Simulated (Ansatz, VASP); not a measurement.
## Two plane-wave programs on Cu

```xyz
6
Lattice="-2.5680 0.0000 0.0000 -1.2840 -2.2240 0.0000 0.0000 0.0000 15.5806" Properties=species:S:1:pos:R:3 pbc="T T T"
Cu   -1.2840   -0.7413   11.5324
Cu   -1.2840   -0.7413    3.1454
Cu   -1.2840   -0.7413    7.3389
Cu   -2.5680   -1.4826    1.0486
Cu   -2.5680   -1.4826    5.2421
Cu   -2.5680   -1.4826    9.4356
```

Alike in both runs: task single point; functional PBE; k mesh 26 × 26 × 5; occupations gaussian, width 0.15 eV; no spin polarisation.

|  | VASP | Ansatz |
| --- | --- | --- |
| version | VASP 6.6.1 | Ansatz 0.2.0 |
| potentials or method | VASP PAW PBE potentials, release 64 (Cu), cutoff 520 eV | scalar-relativistic, plane waves, PAW |
| valence electrons in the cell | 66 | 114 |

```tsv
	VASP	Ansatz	Ansatz less VASP
gap on the k mesh at the Fermi level (eV)	none	none	-
pressure (GPa)	-1.5	-1.8	-0.31
traceless stress, the component that is largest in VASP (GPa)	0.87	0.99	+0.122
rms of the force components (eV/Å)	0.024	0.026	+0.0025
```

Atom by atom the forces differ by 0.006 eV/Å (rms over components). A gap of «none» marks a metal or a gap that the smearing closes. The functional is the same, so the differences come from potentials, cutoffs and numerics. VASP's potentials hold 66 valence electrons a cell and Ansatz's 114, so a difference there can come from the potentials and not from the codes.
